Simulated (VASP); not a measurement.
# Re (Fd-3m) in VASP: a series of runs

Re is run at these levels: PBEsol, LDA; tasks: single point.

Everything below comes from runs of VASP 6.6.1. Logs are shortened: lines on timing, memory, paths and dates and some standing lists are left out, and cuts for length are marked.

**1. The cell of the first run**

The structure is cubic, space group Fd-3m (No. 227). The conventional cell has a = 5.594 Å, b = 5.594 Å, c = 5.594 Å, α = 90.00°, β = 90.00°, γ = 90.00°. Within 3.2 Å of Re (site symmetry -43m) lie 4 Re at 2.42 Å.

**2. Single point, PBEsol**

INCAR

```
SYSTEM = Re
  ALGO = Normal
  EDIFF = 1E-6
  ENCUT = 520
  GGA = PS
  ISIF = 2
  ISMEAR = -1
  LASPH = .True.
  LCHARG = .True.
  LELF = .True.
  LREAL = .False.
  LVHAR = .True.
  LWAVE = .False.
  NBANDS = 14
  NELM = 100
  PREC = Accurate
  SIGMA = 0.05
```

KPOINTS

```
k-points
0
Gamma
  12 12 12
  0 0 0
```

POSCAR

```
Re
1.0
    0.0000000000      2.7969698864      2.7969698864
    2.7969698864      0.0000000000      2.7969698864
    2.7969698864      2.7969698864      0.0000000000
Re
2
Direct
   -0.1250000000     -0.1250000000     -0.1250000000
    0.1250000000      0.1250000000      0.1250000000
```

Potentials or basis: VASP PAW PBE potentials, release 64 (Re).

Command:

```console
> cat potpaw_PBE.64/Re/POTCAR > POTCAR
> mpirun -np 1 vasp_std > vasp.out
```

OUTCAR:

```text
SYSTEM = Re
   EDIFF = 1E-6
   ENCUT = 520
   GGA = PS
   ISIF = 2
   ISMEAR = -1
   LASPH = .True.
   LREAL = .False.
   NELM = 100
   PREC = Accurate

 ion  position               nearest neighbor table
   1  0.875  0.875  0.875-   2 2.42   2 2.42   2 2.42   2 2.42
   2  0.125  0.125  0.125-   1 2.42   1 2.42   1 2.42   1 2.42

  LATTYP: Found a face centered cubic cell.
 ALAT       =     5.5939397728

  Lattice vectors:

 A1 = (   0.0000000000,   2.7969698864,   2.7969698864)
 A2 = (   2.7969698864,   0.0000000000,   2.7969698864)
 A3 = (   2.7969698864,   2.7969698864,   0.0000000000)

Analysis of symmetry for initial positions (statically):
=====================================================================
 Subroutine PRICEL returns:
 Original cell was already a primitive cell.

 Routine SETGRP: Setting up the symmetry group for a
 face centered cubic supercell.

 Subroutine GETGRP returns: Found 48 space group operations
 (whereof 12 operations were pure point group operations)
 out of a pool of 48 trial point group operations.

The static configuration has the point symmetry D_3d.
 The point group associated with its full space group is O_h .

Analysis of symmetry for dynamics (positions and initial velocities):
=====================================================================
 Subroutine PRICEL returns:
 Original cell was already a primitive cell.

 Routine SETGRP: Setting up the symmetry group for a
 face centered cubic supercell.

 Subroutine GETGRP returns: Found 48 space group operations
 (whereof 12 operations were pure point group operations)
 out of a pool of 48 trial point group operations.

The dynamic configuration has the point symmetry D_3d.
 The point group associated with its full space group is O_h .

 Subroutine INISYM returns: Found 48 space group operations
 (whereof 12 operations are pure point group operations),
 and found     1 'primitive' translations

----------------------------------------------------------------------------------------

                                     Primitive cell

  volume of cell :      43.7616

  direct lattice vectors                    reciprocal lattice vectors
     0.000000000  2.796969886  2.796969886    -0.178764885  0.178764885  0.178764885
     2.796969886  0.000000000  2.796969886     0.178764885 -0.178764885  0.178764885
     2.796969886  2.796969886  0.000000000     0.178764885  0.178764885 -0.178764885

  length of vectors
     3.955512747  3.955512747  3.955512747     0.309629863  0.309629863  0.309629863

  position of ions in fractional coordinates (direct lattice)
     0.875000000  0.875000000  0.875000000
     0.125000000  0.125000000  0.125000000

  ion indices of the primitive-cell ions
   primitive index   ion index
                 1           1
                 2           2

----------------------------------------------------------------------------------------

 KPOINTS: k-points

Automatic generation of k-mesh.
 Grid dimensions read from file:
 generate k-points for:   12   12   12

 Generating k-lattice:

  Cartesian coordinates                     Fractional coordinates (reciprocal lattice)
    -0.014897074  0.014897074  0.014897074     0.083333333  0.000000000  0.000000000
     0.014897074 -0.014897074  0.014897074     0.000000000  0.083333333  0.000000000
     0.014897074  0.014897074 -0.014897074     0.000000000  0.000000000  0.083333333

  Length of vectors
     0.025802489  0.025802489  0.025802489

  Shift w.r.t. Gamma in fractional coordinates (k-lattice)
     0.000000000  0.000000000  0.000000000

 Subroutine IBZKPT returns following result:
 ===========================================

 Found     72 irreducible k-points:

 Following reciprocal coordinates:
            Coordinates               Weight
  0.000000  0.000000  0.000000      1.000000
  0.083333  0.000000  0.000000      8.000000
  0.166667  0.000000  0.000000      8.000000
  0.250000  0.000000  0.000000      8.000000
  0.333333  0.000000  0.000000      8.000000
  0.416667  0.000000  0.000000      8.000000
[... 16 lines left out ...]
  0.500000  0.166667  0.000000     24.000000
 -0.416667  0.166667  0.000000     24.000000
 [... further k-points ...]
   k-points           NKPTS =     72   k-points in BZ     NKDIM =     72   number of bands    NBANDS=     14
   number of dos      NEDOS =    301   number of ions     NIONS =      2
   total plane-waves  NPLWV =  27000
   dimension x,y,z NGX =    30 NGY =   30 NGZ =   30
   dimension x,y,z NGXF=    60 NGYF=   60 NGZF=   60
   ions per type =               2
   NGX,Y,Z   is equivalent  to a cutoff of  12.61, 12.61, 12.61 a.u.
   NGXF,Y,Z  is equivalent  to a cutoff of  25.22, 25.22, 25.22 a.u.
 SYSTEM =  Re
   PREC   = accura    normal or accurate (medium, high low for compatibility)
   ISTART =      0    job   : 0-new  1-cont  2-samecut
   ICHARG =      2    charge: 1-file 2-atom 10-const
   ISPIN  =      1    spin polarized calculation?
   LNONCOLLINEAR =      F non collinear calculations
   LSORBIT =      F    spin-orbit coupling
   LASPH  =      T    aspherical Exc in radial PAW
   ENCUT  =  520.0 eV  38.22 Ry    6.18 a.u.   7.35  7.35  7.35*2*pi/ulx,y,z
   NELM   =    100;   NELMIN=  2; NELMDL= -5     # of ELM steps
   EDIFF  = 0.1E-05   stopping-criterion for ELM
   LREAL  =      F    real-space projection
   EDIFFG = 0.1E-04   stopping-criterion for IOM
   NSW    =      0    number of steps for IOM
   IBRION =     -1    ionic relax: 0-MD 1-quasi-New 2-CG
   NFREE  =      0    steps in history (QN), initial steepest desc. (CG)
   ISIF   =      2    stress and relaxation
   ISYM   =      2    0-nonsym 1-usesym 2-fastsym
   POTIM  = 0.5000    time-step for ionic-motion
   TEBEG  =    0.0;   TEEND  =   0.0 temperature during run
   PSTRESS=    0.0 pullay stress
   NELECT =      14.0000    total number of electrons
   NUPDOWN=      -1.0000    fix difference up-down
   EMIN   =  10.00;   EMAX   =-10.00  energy-range for DOS
   EFERMI =   0.00;   METHOD = LEGACY
   ISMEAR =    -1;   SIGMA  =   0.05  broadening in eV -4-tet -1-fermi 0-gaus
   EFERMI_NEDOS =   21; number of points for ismear=-14 and -15
   IALGO  =     38    algorithm
   IMIX   =      4    mixing-type and parameters
     AMIX     =   0.40;   BMIX     =  1.00
     AMIX_MAG =   1.60;   BMIX_MAG =  1.00
  volume/ion in A,a.u.               =      21.88       147.66
  Fermi-wavevector in a.u.,A,eV,Ry     =   1.119661  2.115852 17.056805  1.253640
  Thomas-Fermi vector in A             =   2.256301
   LORBIT       =      0    0 simple, 1 ext, 2 COOP (PROOUT), +10 PAW based schemes
   GGA     = PS    functional components
   LHFCALC =     F    Hartree Fock is set to
   AEXX    =    0.0000 exact exchange contribution
   IVDW    =     0    specifies the selected vdW correction
   LEPSILON=     F    determine dielectric tensor
   LRPA    =     F    only Hartree local field effects (RPA)
 non-spin polarized calculation
  energy-cutoff  :      520.00
  volume of cell :       43.76
 maximum number of plane-waves:      1243
 NGX is ok and might be reduce to    30
   NGX = 15   NGY = 15   NGZ = 15

 number of electron      14.0000000 magnetization

 Free energy of the ion-electron system (eV)
  ---------------------------------------------------
  ext. energy  EPLUGINS =         0.00000000
  ---------------------------------------------------
  free energy    TOTEN  =       -23.23736006 eV

  energy without entropy =      -23.22447255  energy(sigma->0) =      -23.23091631

 E-fermi :   3.5044     XC(G=0): -11.2791

 val. band max:        3.4988821639   @ k =   0.5000   0.5000   0.0000
 cond. band min:       3.5103999481   @ k =   0.1667   0.0000   0.0000
 fundamental gap:      0.0115177841
 Fermi energy:         3.5044040568

 k-point     1 :       0.0000    0.0000    0.0000
  band No.  band energies     occupation
      1      -3.4811      2.00000
      2       0.3941      2.00000
      3       0.3941      2.00000
      4       1.2178      2.00000
      5       1.2178      2.00000
      6       1.2178      2.00000
      7       4.1685      0.00000
      8       4.1685      0.00000
      9       4.1685      0.00000
     10       7.7767      0.00000
     11       7.7767      0.00000
     12      14.7699      0.00000
     13      15.0813      0.00000
     14      16.3877      0.00000

 k-point     2 :       0.0833    0.0000    0.0000
  band No.  band energies     occupation
      1      -3.3502      2.00000
      2       0.3224      2.00000
      3       0.3224      2.00000
      4       1.1969      2.00000
      5       1.3475      2.00000
      6       1.3475      2.00000
      7       3.9816      0.00014
      8       4.1461      0.00001
      9       4.1461      0.00001
     10       7.7597      0.00000
     11       7.7597      0.00000
     12      14.4017      0.00000
     13      15.2110      0.00000
     14      16.4415      0.00000

 k-point     3 :       0.1667    0.0000    0.0000
  band No.  band energies     occupation
      1      -2.9720      2.00000
      2       0.2236      2.00000
      3       0.2236      2.00000
      4       1.1448      2.00000
      5       1.5719      2.00000
      6       1.5719      2.00000
      7       3.5104      0.94011
      8       4.1345      0.00001
      9       4.1345      0.00001
     10       7.6983      0.00000
     11       7.6983      0.00000
     12      13.6554      0.00000
     13      14.3322      0.00000
     14      16.3672      0.00000
[... 324 lines left out ...]
 k-point    23 :       0.5000    0.1667    0.0000
  band No.  band energies     occupation
      1      -0.5686      2.00000
      2      -0.2262      2.00000
      3       0.4785      2.00000
      4       0.7155      2.00000
      5       1.4473      2.00000
      6       1.6686      2.00000
      7       3.1387      1.99867
      8       4.6659      0.00000
      9       4.9754      0.00000
     10       6.8421      0.00000
     11       7.2419      0.00000
     12       7.9527      0.00000
     13      11.9196      0.00000
     14      12.4955      0.00000

 k-point    24 :      -0.4167    0.1667    0.0000
  band No.  band energies     occupation
      1      -0.5496      2.00000
      2      -0.0231      2.00000
      3       0.3866      2.00000
      4       0.5358      2.00000
      5       1.4196      2.00000
      6       1.7864      2.00000
      7       3.2929      1.97132
      8       4.5177      0.00000
      9       5.0262      0.00000
     10       6.6221      0.00000
     11       7.3908      0.00000
     12       7.8067      0.00000
     13      11.6177      0.00000
     14      12.8583      0.00000

 [... further k-points ...]
[... 5 lines left out ...]
  --------------------------------------------------------------------------------------
  -------------------------------------------------------------------------------------
  Total       -0.4713423     -0.4713423     -0.4713423     -0.0000000      0.0000000     -0.0000000
  in kB      -17.2565379    -17.2565379    -17.2565379     -0.0000000      0.0000000     -0.0000000
  external PRESSURE =     -17.2565379 kB  Pullay stress =       0.0000000 kB

 VOLUME and BASIS-vectors are now :
 -----------------------------------------------------------------------------
  energy-cutoff  :      520.00
  volume of cell :       43.76
      direct lattice vectors                 reciprocal lattice vectors
     0.000000000  2.796969886  2.796969886    -0.178764885  0.178764885  0.178764885
     2.796969886  0.000000000  2.796969886     0.178764885 -0.178764885  0.178764885
     2.796969886  2.796969886  0.000000000     0.178764885  0.178764885 -0.178764885

 POSITION                                       TOTAL-FORCE (eV/Angst)
 -----------------------------------------------------------------------------------
      4.89470      4.89470      4.89470         0.000000     -0.000000     -0.000000
      0.69924      0.69924      0.69924        -0.000000      0.000000      0.000000
 -----------------------------------------------------------------------------------
    total drift:                               -0.000000      0.000000      0.000000

  FREE ENERGIE OF THE ION-ELECTRON SYSTEM (eV)
  ---------------------------------------------------
  free  energy   TOTEN  =       -23.2373600561 eV

  energy  without entropy=      -23.2244725540  energy(sigma->0) =      -23.23091631
```

It took 21 s on 1 thread of Intel Xeon 6975P-C (Granite Rapids), shared host; peak memory 0.18 GiB.

Results:

| Quantity | Value |
| --- | --- |
| Free energy | -23.2374 eV |
| Pressure | -1.7 GPa |
| Band gap on the k mesh | zero (band 7 reaches 4.17 eV, above the bottom of band 8 at 2.68 eV) |

Caveat: the PAW data sets were made with another functional, which shifts forces and pressure a little; spin-orbit coupling is left out, which moves the levels of the heavy elements.

**3. Single point, LDA, collinear spin, zero start**

This run uses another cell than the first one, of 18.60 Å³/atom, 0.850 times its volume.

INCAR

```
SYSTEM = Re
PREC = Accurate ; ENCUT = 520
EDIFF = 1E-7 ; ISMEAR = -1
SIGMA = 0.05 ; LREAL = .False.
LASPH = .True. ; NELM = 150
ALGO = Normal ; ISIF = 2
LWAVE = .False. ; LCHARG = .False.
ISPIN = 2 ; MAGMOM = 0 0
LORBIT = 11 ; LMAXMIX = 4
NBANDS = 18
```

KPOINTS

```
regular mesh
0
Gamma
  12 12 12
  0 0 0
```

POSCAR

```
Re
1.0
    0.0000000000      2.6494807338      2.6494807338
    2.6494807338      0.0000000000      2.6494807338
    2.6494807338      2.6494807338      0.0000000000
Re
2
Direct
   -0.1250000000     -0.1250000000     -0.1250000000
    0.1250000000      0.1250000000      0.1250000000
```

Potentials or basis: VASP PAW LDA potentials, release 64 (Re).

Command:

```console
> cat potpaw_LDA.64/Re/POTCAR > POTCAR
> mpirun -np 1 vasp_std > vasp.out
```

OUTCAR:

```text
SYSTEM = Re
   PREC = Accurate
   ENCUT = 520
   EDIFF = 1E-7
   ISMEAR = -1
   LREAL = .False.
   LASPH = .True.
   NELM = 150
   ISIF = 2
   ISPIN = 2
   LORBIT = 11

 ion  position               nearest neighbor table
   1  0.875  0.875  0.875-   2 2.29   2 2.29   2 2.29   2 2.29
   2  0.125  0.125  0.125-   1 2.29   1 2.29   1 2.29   1 2.29

  LATTYP: Found a face centered cubic cell.
 ALAT       =     5.2989614676

  Lattice vectors:

 A1 = (   0.0000000000,   2.6494807338,   2.6494807338)
 A2 = (   2.6494807338,   0.0000000000,   2.6494807338)
 A3 = (   2.6494807338,   2.6494807338,   0.0000000000)

Analysis of symmetry for initial positions (statically):
=====================================================================
 Subroutine PRICEL returns:
 Original cell was already a primitive cell.

 Routine SETGRP: Setting up the symmetry group for a
 face centered cubic supercell.

 Subroutine GETGRP returns: Found 48 space group operations
 (whereof 12 operations were pure point group operations)
 out of a pool of 48 trial point group operations.

[... 697 lines left out ...]
 k-point     1 :       0.0000    0.0000    0.0000
  band No.  band energies     occupation
      1      -2.6146      1.00000
      2       1.1445      1.00000
      3       1.1445      1.00000
      4       2.4971      1.00000
      5       2.4971      1.00000
      6       2.4971      1.00000
[... 493 lines left out ...]
     17      22.3387      0.00000
     18      24.6414      0.00000

 [... further k-points ...]
[... 5 lines left out ...]
  --------------------------------------------------------------------------------------
  -------------------------------------------------------------------------------------
  Total        8.2108608      8.2108608      8.2108608      0.0000000     -0.0000000      0.0000000
  in kB      353.6608442    353.6608442    353.6608442      0.0000000     -0.0000000      0.0000000
  external PRESSURE =     353.6608442 kB  Pullay stress =       0.0000000 kB

 VOLUME and BASIS-vectors are now :
 -----------------------------------------------------------------------------
  energy-cutoff  :      520.00
  volume of cell :       37.20
      direct lattice vectors                 reciprocal lattice vectors
     0.000000000  2.649480734  2.649480734    -0.188716224  0.188716224  0.188716224
     2.649480734  0.000000000  2.649480734     0.188716224 -0.188716224  0.188716224
     2.649480734  2.649480734  0.000000000     0.188716224  0.188716224 -0.188716224

 POSITION                                       TOTAL-FORCE (eV/Angst)
 -----------------------------------------------------------------------------------
      4.63659      4.63659      4.63659         0.000000      0.000000     -0.000000
      0.66237      0.66237      0.66237        -0.000000     -0.000000      0.000000
 -----------------------------------------------------------------------------------
    total drift:                                0.000000     -0.000000     -0.000000

  FREE ENERGIE OF THE ION-ELECTRON SYSTEM (eV)
  ---------------------------------------------------
  free  energy   TOTEN  =       -23.5161351960 eV

  energy  without entropy=      -23.5044267432  energy(sigma->0) =      -23.51028097

 total charge

# of ion       s       p       d       tot
------------------------------------------
    1        0.836   0.484   5.387   6.706
    2        0.836   0.484   5.387   6.706
--------------------------------------------------
tot          1.671   0.967  10.773  13.411

 magnetization (x)

# of ion       s       p       d       tot
------------------------------------------
    1       -0.000  -0.000  -0.000  -0.000
    2       -0.000  -0.000  -0.000  -0.000
--------------------------------------------------
tot         -0.000  -0.000  -0.000  -0.000
```

stdout:

```text
POSCAR found type information on POSCAR Re
 POSCAR found :  1 types and       2 ions
 scaLAPACK will be used
 LDA part: xc-table for (Slater(with rela. corr.)+CA(PZ))
 , standard interpolation
 POSCAR, INCAR and KPOINTS ok, starting setup
 FFT: planning ... GRIDC
 FFT: planning ... GRID_SOFT
 FFT: planning ... GRID
 WAVECAR not read
 entering main loop
```

Run time: 38 s. Hardware: 1 thread of Intel Xeon 6975P-C (Granite Rapids), shared host; peak memory 0.19 GiB.

Results:

```yaml
Free_energy: -23.5161 eV
Pressure: 35.4 GPa
Band_gap_on_the_k_mesh: zero (filled and empty bands overlap)
Net_moment: 0.00 μB per cell
Valence_electrons_inside_the_program's_atomic_spheres: Re 6.71
```

Levels at points of the mesh, in eV from the Fermi level:
Spin up:
```csv
k point,band 5,band 6,band 7,band 8,band 9,band 10
"(0.00, 0.00, 0.00)",-2.71,-2.71,0.71,0.71,0.71,5.24
"(0.50, 0.00, 0.00)",-3.14,-3.14,-0.82,2.17,2.17,4.06
"(0.50, 0.50, 0.00)",-1.76,-1.76,-0.28,-0.28,4.49,4.49
```
Spin down:
| k point | band 3 | band 4 | band 5 | band 6 | band 7 | band 8 | band 9 | band 10 | band 11 | band 12 |
| --- | --- | --- | --- | --- | --- | --- | --- | --- | --- | --- |
| (0.00, 0.00, 0.00) | -4.06 | -2.71 | -2.71 | -2.71 | 0.71 | 0.71 | 0.71 | 5.24 | 5.24 | 11.77 |
| (0.50, 0.00, 0.00) | -3.68 | -3.68 | -3.14 | -3.14 | -0.82 | 2.17 | 2.17 | 4.06 | 4.06 | 4.78 |
| (0.50, 0.50, 0.00) | -3.08 | -3.08 | -1.76 | -1.76 | -0.28 | -0.28 | 4.49 | 4.49 | 5.34 | 5.34 |

Caveat: spin-orbit coupling is left out, which moves the levels of the heavy elements.

**4. Single point, PBEsol (volume scaled by 0.4)**

INCAR

```
SYSTEM = Re
PREC = Accurate
ENCUT = 520
EDIFF = 1E-6
ISMEAR = -1
SIGMA = 0.05
LREAL = .False.
LASPH = .True.
NELM = 100
ALGO = Normal
ISIF = 2
LWAVE = .False.
LCHARG = .False.
GGA = PS
NBANDS = 14
```

KPOINTS is that of step 3.

POSCAR

```
Re
1.0
    0.0000000000      2.0608250325      2.0608250325
    2.0608250325      0.0000000000      2.0608250325
    2.0608250325      2.0608250325      0.0000000000
Re
2
Direct
   -0.1250000000     -0.1250000000     -0.1250000000
    0.1250000000      0.1250000000      0.1250000000
```

Potentials or basis: VASP PAW PBE potentials, release 64 (Re).

Command:

```console
> cat potpaw_PBE.64/Re/POTCAR > POTCAR
> mpirun -np 1 vasp_std > vasp.out
```

Wall time 9 s (1 thread of Intel Xeon 6975P-C (Granite Rapids), shared host); peak memory 0.14 GiB.

The run converged, but its numbers aren't listed here, since they failed a check.

Caveat: the cell differs from its parent crystal (volume scaled by 0.4); the PAW data sets were made with another functional, which shifts forces and pressure a little; spin-orbit coupling is left out, which moves the levels of the heavy elements.
